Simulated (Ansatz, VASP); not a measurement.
## B: VASP beside Ansatz

```
B
1.0
     2.31440    0.00000    0.00000
     0.00000    2.31440    0.00000
     0.00000    0.00000    1.56436
B
1
Direct
  0.50000 0.50000 0.50000
```

Alike in both runs: task single point; functional PBE; k mesh 11 × 11 × 16; occupations fermi-dirac, width 0.05 eV; no spin polarisation.

```csv
,VASP,Ansatz
version,VASP 6.6.1,Ansatz 0.2.0
potentials or method,"VASP PAW PBE potentials, release 64 (B)",Ansatz PAW soft_1
plane-wave cutoff (eV),500,420
valence electrons in the cell,3,3
```

VASP gave:

* gap on the k mesh at the Fermi level (eV): none
* pressure (GPa): 7.0
* traceless stress, the component that is largest in VASP (GPa): 11.53

Task: Which values does Ansatz return?

Result: gap on the k mesh at the Fermi level (eV): none; pressure (GPa): 7.0; traceless stress, the component that is largest in VASP (GPa): 11.55.

A gap of «none» marks a metal or a gap that the smearing closes. The functional is the same, so the differences come from potentials, cutoffs and numerics.
